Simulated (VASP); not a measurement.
# BP2 (P-3m1) in VASP: further runs, part 2 of 2

VASP 6.6.1. The steps go on from the part before.

## Step 3: Single point, PBE

This run uses another cell than the first one: it holds 6 atoms, not 3.

Input file INCAR:

```
PREC = Accurate ; ENCUT = 520
EDIFF = 1E-7 ; ISMEAR = 0
SIGMA = 0.2 ; LREAL = F
LASPH = T ; NELM = 100
ALGO = Normal ; ISIF = 2
LWAVE = F ; LCHARG = F
GGA = PE ; NBANDS = 22
```

Input file KPOINTS:

```
Automatic mesh
0
Gamma
  6 6 2
```

Input file POSCAR:

```
BP2
1.0
    3.2806714420      0.0000000000      0.0000000000
   -1.6403357210      2.8411448103      0.0000000000
    0.0000000000      0.0000000000      9.4452882745
B P
2 4
Direct
    0.6666666667      0.3333333333      0.7289992200
    0.3333333333      0.6666666667      0.2710007800
    0.6666666667      0.3333333333      0.9395781688
    0.0000000000      0.0000000000      0.6678800143
    0.3333333333      0.6666666667      0.0604218312
    0.0000000000      0.0000000000      0.3321199857
```

Potentials or basis: VASP PAW PBE potentials, release 64 (B, P).

The run is started by

```console
$ cat potpaw_PBE.64/B/POTCAR potpaw_PBE.64/P/POTCAR > POTCAR
$ mpirun -np 1 vasp_std > vasp.out
```

OUTCAR:

```text
PREC = Accurate
   ENCUT = 520
   EDIFF = 1E-7
   ISMEAR = 0
   LREAL = F
   LASPH = T
   NELM = 100
   ISIF = 2
   GGA = PE

 ion  position               nearest neighbor table
   1  0.667  0.333  0.729-   4 1.98   4 1.98   4 1.98   3 1.99
   2  0.333  0.667  0.271-   6 1.98   6 1.98   6 1.98   5 1.99
   3  0.667  0.333  0.940-   1 1.99   5 2.21   5 2.21   5 2.21
   4  0.000  0.000  0.668-   1 1.98   1 1.98   1 1.98
   5  0.333  0.667  0.060-   2 1.99   3 2.21   3 2.21   3 2.21
   6  0.000  0.000  0.332-   2 1.98   2 1.98   2 1.98

  LATTYP: Found a hexagonal cell.
 ALAT       =     3.2806714420
 C/A-ratio  =     2.8790716905

  Lattice vectors:

 A1 = (   3.2806714420,   0.0000000000,   0.0000000000)
 A2 = (  -1.6403357210,   2.8411448103,   0.0000000000)
 A3 = (   0.0000000000,   0.0000000000,   9.4452882745)

Analysis of symmetry for initial positions (statically):
=====================================================================
 Subroutine PRICEL returns:
 Original cell was already a primitive cell.

 Routine SETGRP: Setting up the symmetry group for a
 hexagonal supercell.

 Subroutine GETGRP returns: Found 12 space group operations
 (whereof 12 operations were pure point group operations)
 out of a pool of 24 trial point group operations.

The static configuration has the point symmetry D_3d.

Analysis of symmetry for dynamics (positions and initial velocities):
=====================================================================
 Subroutine PRICEL returns:
 Original cell was already a primitive cell.

 Routine SETGRP: Setting up the symmetry group for a
 hexagonal supercell.

 Subroutine GETGRP returns: Found 12 space group operations
 (whereof 12 operations were pure point group operations)
 out of a pool of 24 trial point group operations.

[... 114 lines left out ...]
   IALGO  =     38    algorithm
   IMIX   =      4    mixing-type and parameters
     AMIX     =   0.40;   BMIX     =  1.00
     AMIX_MAG =   1.60;   BMIX_MAG =  1.00
  volume/ion in A,a.u.               =      14.67        99.02
  Fermi-wavevector in a.u.,A,eV,Ry     =   1.090207  2.060192 16.171213  1.188551
  Thomas-Fermi vector in A             =   2.226426
   LORBIT       =      0    0 simple, 1 ext, 2 COOP (PROOUT), +10 PAW based schemes
   GGA     = PE    functional components
   LHFCALC =     F    Hartree Fock is set to
   AEXX    =    0.0000 exact exchange contribution
   IVDW    =     0    specifies the selected vdW correction
   LEPSILON=     F    determine dielectric tensor
   LRPA    =     F    only Hartree local field effects (RPA)
 non-spin polarized calculation
 Gauss-broadening in eV      SIGMA  =   0.20
  energy-cutoff  :      520.00
  volume of cell :       88.04
 maximum number of plane-waves:      2406
   NGX = 13   NGY = 13   NGZ = 35

 number of electron      25.9999998 magnetization

 Free energy of the ion-electron system (eV)
  ---------------------------------------------------
  ext. energy  EPLUGINS =         0.00000000
  ---------------------------------------------------
  free energy    TOTEN  =       -34.62982657 eV

  energy without entropy =      -34.60860793  energy(sigma->0) =      -34.61921725

 E-fermi :   7.0569     XC(G=0): -10.2311

 val. band max:        7.0459511053   @ k =   0.1667   0.0000   0.5000
 cond. band min:       7.1570093470   @ k =   0.5000   0.0000   0.5000
 fundamental gap:      0.1110582418
 Fermi energy:         7.0569206365

 k-point     1 :       0.0000    0.0000    0.0000
  band No.  band energies     occupation
      1     -10.0471      2.00000
      2      -7.1360      2.00000
      3      -6.7290      2.00000
      4      -2.6241      2.00000
      5       0.0322      2.00000
      6       3.8929      2.00000
[... 339 lines left out ...]
     21      13.6825      0.00000
     22      14.5255      0.00000

------------------------ aborting loop because EDIFF is reached ----------------------------------------

  FORCE on cell =-STRESS in cart. coord.  units (eV):
  Direction    XX          YY          ZZ          XY          YZ          ZX
  --------------------------------------------------------------------------------------
  -------------------------------------------------------------------------------------
  Total       -0.1403389     -0.1403389     -0.0351544      0.0000000      0.0000000      0.0000000
  in kB       -2.5539791     -2.5539791     -0.6397635      0.0000000      0.0000000      0.0000000
  external PRESSURE =      -1.9159073 kB  Pullay stress =       0.0000000 kB

 VOLUME and BASIS-vectors are now :
 -----------------------------------------------------------------------------
  energy-cutoff  :      520.00
  volume of cell :       88.04
      direct lattice vectors                 reciprocal lattice vectors
     3.280671442  0.000000000  0.000000000     0.304815651  0.175985398  0.000000000
    -1.640335721  2.841144810  0.000000000     0.000000000  0.351970796  0.000000000
     0.000000000  0.000000000  9.445288274     0.000000000  0.000000000  0.105872894

 POSITION                                       TOTAL-FORCE (eV/Angst)
 -----------------------------------------------------------------------------------
      1.64034      0.94705      6.88561        -0.000000      0.000000     -0.028407
     -0.00000      1.89410      2.55968        -0.000000      0.000000      0.028407
      1.64034      0.94705      8.87459        -0.000000     -0.000000      0.016491
      0.00000      0.00000      6.30832        -0.000000      0.000000      0.040310
     -0.00000      1.89410      0.57070        -0.000000      0.000000     -0.016491
      0.00000      0.00000      3.13697         0.000000      0.000000     -0.040310
 -----------------------------------------------------------------------------------
    total drift:                               -0.000000      0.000000      0.000000

  FREE ENERGIE OF THE ION-ELECTRON SYSTEM (eV)
  ---------------------------------------------------
  free  energy   TOTEN  =       -34.6298265740 eV

  energy  without entropy=      -34.6086079297  energy(sigma->0) =      -34.61921725
```

stdout:

```text
POSCAR found type information on POSCAR B P
 POSCAR found :  2 types and       6 ions
 scaLAPACK will be used
 LDA part: xc-table for (Slater+PW92), standard interpolation
 POSCAR, INCAR and KPOINTS ok, starting setup
 FFT: planning ... GRIDC
 FFT: planning ... GRID_SOFT
 FFT: planning ... GRID
 WAVECAR not read
 entering main loop
```

It took 15 s on 1 thread of AMD EPYC 9R45 (Zen 5), shared host; peak memory 0.16 GiB.

What came out:

```yaml
Free_energy: -34.6298 eV
Pressure: -0.2 GPa
Largest_force: 0.040 eV/Å
Band_gap_on_the_k_mesh: zero (bands 13 and 14 overlap by 1.42 eV)
```

Forces on the atoms (eV/Å):
```
B    0.000  0.000 -0.028
B    0.000  0.000  0.028
P    0.000  0.000  0.016
P    0.000  0.000  0.040
P    0.000  0.000 -0.016
P    0.000  0.000 -0.040
```

Caveat: the k points lie up to 0.37 Å⁻¹ apart, too coarse for converged energies and pressures of a metal; this functional lacks dispersion, which binds the layers, so the pressure and a relaxed spacing across them are unreliable.

## Step 4: Relaxation of cell and atoms, PBE

This run uses another cell than the first one: it holds 6 atoms, not 3.

Input file INCAR:

```
PREC = Accurate
ENCUT = 600
EDIFF = 1E-7
ISMEAR = 0
SIGMA = 0.2
LREAL = F
LASPH = T
NELM = 100
ALGO = Normal
ISIF = 3
LWAVE = F
LCHARG = F
GGA = PE
IBRION = 2
NSW = 36
EDIFFG = -0.08
```

KPOINTS is that of step 3.

Input file POSCAR:

```
BP2
1.0
    3.2200000000      0.0000000000      0.0000000000
   -1.6100000000      2.7886018000      0.0000000000
    0.0000000000      0.0000000000      9.8000000000
B P
2 4
Direct
    0.6666666700      0.3333333300      0.7400000000
    0.3333333300      0.6666666700      0.2600000000
    0.6666666700      0.3333333300      0.9390000000
    0.0000000000      0.0000000000      0.6730000000
    0.3333333300      0.6666666700      0.0610000000
    0.0000000000      0.0000000000      0.3270000000
```

The run is started by

```console
$ cat potpaw_PBE.64/B/POTCAR potpaw_PBE.64/P/POTCAR > POTCAR
$ mpirun -np 1 vasp_std > vasp.out
```

It took 51 s on 1 thread of AMD EPYC 9R45 (Zen 5), shared host; peak memory 0.21 GiB.

The run converged. Its results:

```yaml
Free_energy: -34.6289 eV
Relaxed_volume: 14.98 Å³/atom
Relaxed_cell: a = 3.276 Å, b = 3.276 Å, c = 9.667 Å, α = 90.00°, β = 90.00°, γ = 120.00°
Space_group_after_relaxing_to_0.1_Å: P-3m1 (No. 164)
Energy_gained_by_relaxing: 16.0 meV/atom
Ionic_steps: 4
Pressure_after_relaxing: 0.3 GPa
Largest_force_after_relaxing: 0.070 eV/Å
Band_gap_on_the_k_mesh: zero (bands 13 and 14 overlap by 1.18 eV)
```

Forces on the atoms (eV/Å):
```
B    0.000  0.000 -0.016
B    0.000  0.000  0.016
P    0.000  0.000 -0.020
P    0.000  0.000 -0.070
P    0.000  0.000  0.020
P    0.000  0.000  0.070
```

Step by step:
```csv
step,energy change (eV),largest force (eV/Å),pressure (GPa),volume (Å³)
1,0.0000,0.6252,2.43,88.00
2,-0.0896,0.2076,-0.95,90.85
3,-0.0898,0.1962,-1.09,90.96
4,-0.0958,0.0696,0.35,89.87
```

Final structure:
```
CELL_PARAMETERS angstrom
3.27630 0.00000 0.00000
-1.63815 2.83736 0.00000
0.00000 0.00000 9.66732
ATOMIC_POSITIONS crystal
B 0.66667 0.33333 0.73583
B 0.33333 0.66667 0.26417
P 0.66667 0.33333 0.94092
P 0.00000 0.00000 0.67677
P 0.33333 0.66667 0.05908
P 0.00000 0.00000 0.32323
```

Levels at points of the mesh, in eV from the Fermi level:
```csv
k point,band 10,band 11,band 12,band 13,band 14,band 15,band 16,band 17
"(0.00, 0.00, 0.00)",-1.26,-1.24,-1.24,-1.10,1.17,1.60,1.60,3.77
"(0.50, 0.00, 0.00)",-3.55,-3.15,-2.65,-1.28,-0.25,1.31,2.11,2.35
"(0.00, 0.00, 0.50)",-1.68,-1.27,-1.27,0.93,1.17,1.62,1.62,3.56
"(0.50, 0.00, 0.50)",-3.60,-3.09,-1.94,-1.63,0.09,0.52,2.18,2.20
```

Caveat: the k points lie up to 0.37 Å⁻¹ apart in the final cell, too coarse for converged energies and pressures of a metal; this functional lacks dispersion, which binds the layers, so the pressure and a relaxed spacing across them are unreliable; the relaxation stopped at a loose force limit of 0.08 eV/Å, so its end isn't a converged minimum.

## Step 5: Single point, PBE

This run uses another cell than the first one: it holds 6 atoms, not 3.

Input file INCAR:

```
SYSTEM = BP2
PREC = Accurate
ENCUT = 520
EDIFF = 1E-6
ISMEAR = 0
SIGMA = 0.1
LREAL = .FALSE.
LASPH = .TRUE.
NELM = 100
ALGO = Normal
ISIF = 2
LWAVE = .FALSE.
LCHARG = .TRUE.
GGA = PE
LELF = .TRUE.
LVHAR = .TRUE.
NBANDS = 22
```

Input file KPOINTS:

```
Automatic mesh
0
G
  12 12 4
  0 0 0
```

Input file POSCAR:

```
BP2
1.0
    3.2806840559      0.0000000000      0.0000000000
   -1.6403420279      2.8411557342      0.0000000000
    0.0000000000      0.0000000000      9.4934098591
B P
2 4
Direct
    0.6666666667      0.3333333333      0.7301638605
    0.3333333333      0.6666666667      0.2698361395
    0.6666666667      0.3333333333      0.9390780345
    0.0000000000      0.0000000000      0.6699414391
    0.3333333333      0.6666666667      0.0609219655
    0.0000000000      0.0000000000      0.3300585609
```

The run is started by

```console
$ cat potpaw_PBE.64/B/POTCAR potpaw_PBE.64/P/POTCAR > POTCAR
$ mpirun -np 1 vasp_std > vasp.out
```

It took 66 s on 1 thread of AMD EPYC 9R45 (Zen 5), shared host; peak memory 0.22 GiB.

Results (log left out):

- Free energy: -34.6288 eV
- Pressure: -0.2 GPa
- Largest force: 0.038 eV/Å
- Band gap on the k mesh: zero (bands 13 and 14 overlap by 1.32 eV)

Forces in eV/Å, atoms in the order of the input:
```
B    0.000  0.000  0.002
B    0.000  0.000 -0.002
P    0.000  0.000  0.038
P    0.000  0.000  0.013
P    0.000  0.000 -0.038
P    0.000  0.000 -0.013
```

Stress tensor (GPa, compression positive):
```
-0.26  0.00  0.00
 0.00 -0.26  0.00
 0.00  0.00 -0.11
```

Levels at points of the mesh, in eV from the Fermi level:
```csv
k point,band 11,band 12,band 13,band 14,band 15,band 16
"(0.00, 0.00, 0.00)",-1.47,-1.46,-1.30,1.05,1.44,1.44
"(0.50, 0.00, 0.00)",-3.41,-3.11,-1.47,-0.41,1.22,1.82
"(0.00, 0.00, 0.50)",-1.53,-1.53,0.91,1.05,1.48,1.48
"(0.50, 0.00, 0.50)",-3.31,-2.35,-1.73,0.02,0.24,1.87
```

Caveat: this functional lacks dispersion, which binds the layers, so the pressure and a relaxed spacing across them are unreliable.

## Step 6: Overview

| task | cell | k mesh | cutoff (eV) | smearing | gap on the mesh (eV) | pressure (GPa) | largest force (eV/Å) |
| --- | --- | --- | --- | --- | --- | --- | --- |
| single point | a = 3.157, b = 3.157, c = 4.062 Å, angles 90.0, 90.0, 120.0°, 3 atoms, atomic positions A | 7 × 7 × 5 | 500 | gaussian 0.2 eV | none | -0.5 | 0.03 |
| single point | a = 3.281, b = 3.281, c = 9.445 Å, angles 90.0, 90.0, 120.0°, 6 atoms, atomic positions B | 6 × 6 × 2 | 520 | gaussian 0.2 eV | none | -0.2 | 0.04 |
| relaxation of cell and atoms | relaxed from a = 3.220, b = 3.220, c = 9.800 Å, angles 90.0, 90.0, 120.0°, 6 atoms, atomic positions C | 6 × 6 × 2 | 600 | gaussian 0.2 eV | none | 0.3 | 0.07 |
| single point | a = 3.281, b = 3.281, c = 9.493 Å, angles 90.0, 90.0, 120.0°, 6 atoms, atomic positions D | 12 × 12 × 4 | 520 | gaussian 0.1 eV | none | -0.2 | 0.04 |

Alike in all rows: level PBE; potentials or basis VASP PAW PBE potentials, release 64 (B, P); no spin polarisation.

Caveats: some runs use coarse meshes; this functional lacks dispersion, which binds the layers, so the pressure and a relaxed spacing across them are unreliable (at least some runs); the relaxation stopped at a loose force limit of 0.08 eV/Å, so its end isn't a converged minimum (at least some runs).

Absolute energies hang on the potentials; compare differences alone.
